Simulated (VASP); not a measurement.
H3C18N, 22 atoms in the cell. The cell holds a slab with vacuum, 22 atoms: a = 7.398 Å, b = 7.398 Å, c = 11.000 Å, α = 90.00°, β = 90.00°, γ = 120.00°. 

| Item | Value |
| --- | --- |
| Program | VASP 6.6.1 |
| Task | single point |
| Functional | PBE |
| Dispersion | D3(BJ) |
| Potentials or basis | VASP PAW PBE potentials, release 64 (C, N, H) |
| Cutoff | 520 eV |
| k mesh | 2 × 2 × 1 |
| Occupations | gaussian, width 0.02 eV |
| Spin | no spin polarisation |
| Dipole correction | no |
| Further INCAR settings | LREAL = Auto; ALGO = Normal; EDIFF = 1e-06; NBANDS = 57 |

Potentials or basis: VASP PAW PBE potentials, release 64 (C, N, H).

Command:

```bash
$ cat potpaw_PBE.64/C/POTCAR potpaw_PBE.64/N/POTCAR potpaw_PBE.64/H/POTCAR > POTCAR
$ mpirun -np 1 vasp_std > vasp.out
```

Hardware: 1 thread of Intel Xeon 8259CL (shared host).

Question: How long does it take, and how much memory?

Answer: Wall time 7.5 min on 1 thread of Intel Xeon 8259CL, on a shared host, peak memory 0.6 GiB. Counts: scf iterations 23, k points 4.
